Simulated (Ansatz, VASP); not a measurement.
One calculation of SnO2, two programs

The input INCAR:

```
ALGO = Normal
EDIFF = 1E-6
ENCUT = 520
ISIF = 2
ISMEAR = 0
LASPH = T
LCHARG = F
LREAL = F
LWAVE = F
NBANDS = 35
NELM = 80
PREC = Accurate
SIGMA = 0.05
```

The input KPOINTS:

```
k-points
0
Gamma
  6 6 8
```

File POSCAR:

```
SnO2
1.0
    4.7767255581      0.0000000000      0.0000000000
    0.0000000000      4.7773123567      0.0000000000
    0.0000000000      0.0000000000      3.2271818729
Sn O
2 4
Direct
    0.5000000000      0.5000000000      0.5000000000
    0.0000000000      0.0000000000      0.0000000000
    0.3059833077      0.2672588243      0.0000000000
    0.8059833077      0.2327411757      0.5000000000
    0.1940166923      0.7672588243      0.5000000000
    0.6940166923      0.7327411757      0.0000000000
```

Input for Ansatz:

```yaml
crystal:
  lattice:
    - [4.7767255581, 0.0, 0.0]
    - [0.0, 4.7773123567, 0.0]
    - [0.0, 0.0, 3.2271818729]
  atoms:
    - { symbol: Sn, position: [0.5, 0.5, 0.5] }
    - { symbol: Sn, position: [0.0, 0.0, 0.0] }
    - { symbol: O, position: [0.3059833077, 0.2672588243, 0.0] }
    - { symbol: O, position: [0.8059833077, 0.2327411757, 0.5] }
    - { symbol: O, position: [0.1940166923, 0.7672588243, 0.5] }
    - { symbol: O, position: [0.6940166923, 0.7327411757, 0.0] }
basis:
  ecutwfc: 520.0
kpoints:
  mp_grid: { grid: [6, 6, 8] }
hamiltonian:
  xc: lda
scf:
  occupations: { method: gaussian, width: 0.05 }
output:
  forces: true
  stress: true
  eigenvalues: true
```

Alike in both runs: task single point; functional LDA; k mesh 6 × 6 × 8; occupations gaussian, width 0.05 eV; no spin polarisation.

|  | VASP | Ansatz |
| --- | --- | --- |
| version | VASP 6.6.1 | Ansatz 0.2.0 |
| potentials or method | VASP PAW LDA potentials, release 64 (Sn_d, O), cutoff 520 eV | scalar-relativistic, plane waves, PAW |
| valence electrons in the cell | 52 | 52 |

|  | VASP | Ansatz | Ansatz less VASP |
| --- | --- | --- | --- |
| gap on the k mesh at the Fermi level (eV) | 0.77 | 0.75 | -0.019 |
| least direct gap on the mesh (eV) | 0.83 | 0.82 | -0.008 |
| pressure (GPa) | -5.2 | -6.0 | -0.86 |
| traceless stress, the component that is largest in VASP (GPa) | 5.54 | 5.40 | -0.145 |
| rms of the force components (eV/Å) | 1.230 | 1.210 | -0.0205 |

LDA's correlation is that of Perdew and Zunger in VASP and of Perdew and Wang (1992) in Ansatz. Atom by atom the forces differ by 0.021 eV/Å (rms over components).
